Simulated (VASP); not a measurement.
# Y2LuN3 (P-3m1) in VASP: a series of runs, part 3 of 3

VASP 6.6.1. Earlier steps stand in the parts before.

## 5. Relaxation of shape and atoms at fixed volume, PBE (14.77 Å³/atom)

This run uses another cell than the first one, of 14.77 Å³/atom.

Contents of INCAR:

```
SYSTEM = Y2LuN3
  ALGO = Normal
  EDIFF = 1E-6
  EDIFFG = -0.01
  ENCUT = 600
  GGA = PE
  IBRION = 2
  ISIF = 4
  ISMEAR = 0
  LASPH = .True.
  LCHARG = .False.
  LREAL = .False.
  LWAVE = .False.
  NELM = 80
  NSW = 50
  PREC = Accurate
  SIGMA = 0.01
```

Contents of KPOINTS:

```
k-points
0
Gamma
  12 12 4
  0 0 0
```

Contents of POSCAR:

```
Y2LuN3
1.0
    3.4692263446      0.0000000292      0.0000000000
   -1.7346131975      3.0044381313      0.0000000000
    0.0000000000      0.0000000000      8.4995717008
Y Lu N
2 1 3
Direct
    0.3333333333      0.6666666667      0.6690290000
    0.6666666667      0.3333333333      0.3309710000
    0.0000000000      0.0000000000      0.0000000000
    0.3333333333      0.6666666667      0.1617350000
    0.6666666667      0.3333333333      0.8382650000
    0.0000000000      0.0000000000      0.5000000000
```

Potentials or basis: VASP PAW PBE potentials, release 64 (Y_sv, Lu, N).

The run is started by

```console
> cat potpaw_PBE.64/Y_sv/POTCAR potpaw_PBE.64/Lu/POTCAR potpaw_PBE.64/N/POTCAR > POTCAR
> mpirun -np 1 vasp_std > vasp.out
```

OUTCAR:

```text
SYSTEM = Y2LuN3
   EDIFF = 1E-6
   EDIFFG = -0.01
   ENCUT = 600
   GGA = PE
   IBRION = 2
   ISIF = 4
   ISMEAR = 0
   LASPH = .True.
   LREAL = .False.
   NELM = 80
   NSW = 50
   PREC = Accurate

 ion  position               nearest neighbor table
   1  0.333  0.667  0.669-   6 2.46   6 2.46   6 2.46   5 2.47   5 2.47   5 2.47   3 3.45   3 3.45
                             3 3.45   2 3.50   2 3.50   2 3.50
   2  0.667  0.333  0.331-   6 2.46   6 2.46   6 2.46   4 2.47   4 2.47   4 2.47   3 3.45   3 3.45
                             3 3.45   1 3.50   1 3.50   1 3.50
   3  0.000  0.000  0.000-   4 2.43   5 2.43   4 2.43   5 2.43   5 2.43   4 2.43   1 3.45   2 3.45
                             1 3.45   2 3.45   1 3.45   2 3.45
   4  0.333  0.667  0.162-   3 2.43   3 2.43   3 2.43   2 2.47   2 2.47   2 2.47
   5  0.667  0.333  0.838-   3 2.43   3 2.43   3 2.43   1 2.47   1 2.47   1 2.47
   6  0.000  0.000  0.500-   1 2.46   2 2.46   1 2.46   2 2.46   2 2.46   1 2.46

  LATTYP: Found a hexagonal cell.
 ALAT       =     3.4692263446
 C/A-ratio  =     2.4499905329

  Lattice vectors:

 A1 = (   3.4692263446,   0.0000000292,   0.0000000000)
 A2 = (  -1.7346131975,   3.0044381313,   0.0000000000)
 A3 = (   0.0000000000,   0.0000000000,   8.4995717008)

Analysis of symmetry for initial positions (statically):
=====================================================================
 Subroutine PRICEL returns:
 Original cell was already a primitive cell.

 Routine SETGRP: Setting up the symmetry group for a
 hexagonal supercell.

 Subroutine GETGRP returns: Found 12 space group operations
 (whereof 12 operations were pure point group operations)
 out of a pool of 24 trial point group operations.

The static configuration has the point symmetry D_3d.

Analysis of symmetry for dynamics (positions and initial velocities):
=====================================================================
 Subroutine PRICEL returns:
 Original cell was already a primitive cell.
[... 143 lines left out ...]
   AEXX    =    0.0000 exact exchange contribution
   IVDW    =     0    specifies the selected vdW correction
   LEPSILON=     F    determine dielectric tensor
   LRPA    =     F    only Hartree local field effects (RPA)
 conjugate gradient relaxation of ions
 non-spin polarized calculation
 Gauss-broadening in eV      SIGMA  =   0.01
  energy-cutoff  :      600.00
  volume of cell :       88.59
 maximum number of plane-waves:      2990
   NGX = 13   NGY = 13   NGZ = 33

--------------------------------------- Ionic step        1  -------------------------------------------

 number of electron      61.9999997 magnetization

 Free energy of the ion-electron system (eV)
  ---------------------------------------------------
  ext. energy  EPLUGINS =         0.00000000
  ---------------------------------------------------
  free energy    TOTEN  =       -52.80130063 eV

  energy without entropy =      -52.80130063  energy(sigma->0) =      -52.80130063

------------------------ aborting loop because EDIFF is reached ----------------------------------------

  FORCE on cell =-STRESS in cart. coord.  units (eV):
  Direction    XX          YY          ZZ          XY          YZ          ZX
  --------------------------------------------------------------------------------------
  -------------------------------------------------------------------------------------
  Total       -2.5183416     -2.5183416     -2.5397301     -0.0000000      0.0000000      0.0000000
  in kB      -45.5441159    -45.5441159    -45.9309264     -0.0000000      0.0000000      0.0000000
  external PRESSURE =     -45.6730528 kB  Pullay stress =       0.0000000 kB
[... 107 lines left out ...]
--------------------------------------- Ionic step        4  -------------------------------------------

 number of electron      61.9999996 magnetization

 Free energy of the ion-electron system (eV)
  ---------------------------------------------------
  ext. energy  EPLUGINS =         0.00000000
  ---------------------------------------------------
  free energy    TOTEN  =       -52.80164748 eV

  energy without entropy =      -52.80164748  energy(sigma->0) =      -52.80164748

 E-fermi :   3.8583     XC(G=0): -11.4501

 val. band max:        3.7494064830   @ k =   0.0000   0.0000   0.0000
 cond. band min:       3.9198267677   @ k =   0.5000   0.0000   0.0000
 fundamental gap:      0.1704202847
 Fermi energy:         3.8582891302

 k-point     1 :       0.0000    0.0000    0.0000
  band No.  band energies     occupation
      1     -50.8351      2.00000
      2     -37.2810      2.00000
      3     -37.2302      2.00000
      4     -21.6886      2.00000
      5     -21.3602      2.00000
      6     -21.3602      2.00000
[... 949 lines left out ...]
     36       8.0945      0.00000
     37       8.1957      0.00000

 [... further k-points ...]

------------------------ aborting loop because EDIFF is reached ----------------------------------------

  FORCE on cell =-STRESS in cart. coord.  units (eV):
  Direction    XX          YY          ZZ          XY          YZ          ZX
  --------------------------------------------------------------------------------------
  -------------------------------------------------------------------------------------
  Total       -2.4782997     -2.4782997     -2.4708602     -0.0000000      0.0000000      0.0000000
  in kB      -44.8199599    -44.8199599    -44.6854161     -0.0000000      0.0000000      0.0000000
  external PRESSURE =     -44.7751120 kB  Pullay stress =       0.0000000 kB
[... 21 lines left out ...]
  FREE ENERGIE OF THE ION-ELECTRON SYSTEM (eV)
  ---------------------------------------------------
  free  energy   TOTEN  =       -52.8016474786 eV

  energy  without entropy=      -52.8016474786  energy(sigma->0) =      -52.80164748

 reached required accuracy - stopping structural energy minimisation
```

OSZICAR:

```text
N       E                     dE             d eps       ncg     rms          rms(c)
DAV:   1     0.523040975410E+03    0.52304E+03   -0.30747E+04  7587   0.482E+03
DAV:   2     0.172259154032E+02   -0.50582E+03   -0.48565E+03  6691   0.798E+02
DAV:   3    -0.558712693188E+02   -0.73097E+02   -0.70038E+02  6247   0.164E+02
[... 27 lines left out ...]
       N       E                     dE             d eps       ncg     rms          rms(c)
DAV:   1    -0.528016053275E+02    0.18891E-04   -0.76615E-03  5327   0.573E-01    0.338E-02
DAV:   2    -0.528016487950E+02   -0.43468E-04   -0.50141E-04  6804   0.120E-01    0.375E-02
DAV:   3    -0.528016485002E+02    0.29478E-06   -0.17104E-05  7756   0.231E-02    0.292E-02
DAV:   4    -0.528016473968E+02    0.11034E-05   -0.48512E-06  5608   0.194E-02    0.108E-02
DAV:   5    -0.528016474786E+02   -0.81813E-07   -0.92186E-07  3702   0.120E-02
   4 F= -.52801647E+02 E0= -.52801647E+02  d E =-.228698E-04
```

CONTCAR:

```text
Y2LuN3
   1.00000000000000
     3.4694837279321926    0.0000000291965577   -0.0000000000000000
    -1.7347418891728230    3.0046610318061124    0.0000000000000000
    -0.0000000000000000    0.0000000000000000    8.4983106676816167
  Y               Lu              N
     2     1     3
Direct
     0.3333333332999970    0.6666666667000030    0.6687955720901089
     0.6666666667000030    0.3333333332999970    0.3312044279098910
     1.0000000000000000    0.0000000000000000    0.0000000000000000
     0.3333333332999970    0.6666666667000030    0.1623379262221626
     0.6666666667000030    0.3333333332999970    0.8376620737778374
     1.0000000000000000    0.0000000000000000    0.5000000000000000

  0.00000000E+00  0.00000000E+00  0.00000000E+00
  0.00000000E+00  0.00000000E+00  0.00000000E+00
  0.00000000E+00  0.00000000E+00  0.00000000E+00
  0.00000000E+00  0.00000000E+00  0.00000000E+00
  0.00000000E+00  0.00000000E+00  0.00000000E+00
  0.00000000E+00  0.00000000E+00  0.00000000E+00
```

Run time: 19 min. Hardware: 1 thread of Intel Xeon 8259CL, shared host; peak memory 0.45 GiB.

What came out:

- Free energy: -52.8016 eV
- Energy gained by relaxing: 0.1 meV/atom
- Ionic steps: 4
- Pressure after relaxing: -4.5 GPa
- Largest force after relaxing: 0.008 eV/Å
- Band gap on the k mesh: 0.17 eV (least direct gap 0.67 eV)

Forces on the atoms (eV/Å):
```
Y    0.000  0.000  0.008
Y    0.000  0.000 -0.008
Lu   0.000  0.000  0.000
N    0.000  0.000  0.004
N    0.000  0.000 -0.004
N    0.000  0.000  0.000
```

The path:
```csv
step,energy change (eV),largest force (eV/Å),pressure (GPa),volume (Å³)
1,0.0000,0.0636,-4.57,88.59
2,-0.0003,0.0214,-4.49,88.59
3,-0.0003,0.0232,-4.47,88.59
4,-0.0003,0.0077,-4.48,88.59
```

Final structure:
```
Y Lu N
1.0
     3.46948    0.00000    0.00000
    -1.73474    3.00466    0.00000
     0.00000    0.00000    8.49831
Y Lu N
2 1 3
Direct
  0.33333 0.66667 0.66880
  0.66667 0.33333 0.33120
  0.00000 0.00000 0.00000
  0.33333 0.66667 0.16234
  0.66667 0.33333 0.83766
  0.00000 0.00000 0.50000
```

Levels at points of the mesh, in eV from the valence-band top:
| k point | band 28 | band 29 | band 30 | band 31 | band 32 | band 33 | band 34 | band 35 |
| --- | --- | --- | --- | --- | --- | --- | --- | --- |
| (0.00, 0.00, 0.00) | -1.79 | 0.00 | 0.00 | 0.00 | 3.07 | 3.10 | 3.10 | 3.50 |
| (0.50, 0.00, 0.00) | -1.86 | -1.80 | -0.50 | -0.50 | 0.17 | 3.71 | 3.99 | 5.89 |
| (0.00, 0.00, 0.50) | -0.87 | -0.87 | -0.71 | -0.71 | 3.18 | 3.33 | 3.66 | 3.66 |
| (0.50, 0.00, 0.50) | -1.56 | -1.52 | -1.02 | -1.01 | 1.49 | 1.58 | 5.60 | 6.29 |

Caveat: semilocal functionals underestimate gaps, and a narrow one can read as zero; spin-orbit coupling is left out, which moves the levels of the heavy elements. A k mesh can miss the band edges.

## 6. Overview

```csv
task,cell,cutoff (eV),gap on the mesh (eV),pressure (GPa),largest force (eV/Å)
single point,"a = 3.503, b = 3.503, c = 8.581 Å, angles 90.0, 90.0, 120.0°, 6 atoms, atomic positions A",520,0.23,-8.3,0.04
relaxation of cell and atoms,"relaxed from a = 3.435, b = 3.435, c = 8.416 Å, angles 90.0, 90.0, 120.0°, 6 atoms, atomic positions B",600,0.11,0.0,0.01
relaxation of shape and atoms at fixed volume,"relaxed from a = 3.401, b = 3.401, c = 8.331 Å, angles 90.0, 90.0, 120.0°, 6 atoms, atomic positions B",600,0.03,5.4,0.01
relaxation of shape and atoms at fixed volume,"relaxed from a = 3.469, b = 3.469, c = 8.500 Å, angles 90.0, 90.0, 120.0°, 6 atoms, atomic positions B",600,0.17,-4.5,0.01
```

Alike in all rows: level PBE; potentials or basis VASP PAW PBE potentials, release 64 (Y_sv, Lu, N); no spin polarisation; k mesh 12 × 12 × 4; smearing gaussian 0.01 eV.

Caveats: semilocal functionals underestimate gaps, and a narrow one can read as zero; spin-orbit coupling is left out, which moves the levels of the heavy elements; the cell stands under tension (at least some runs).

Absolute energies hang on the potentials; compare differences alone.
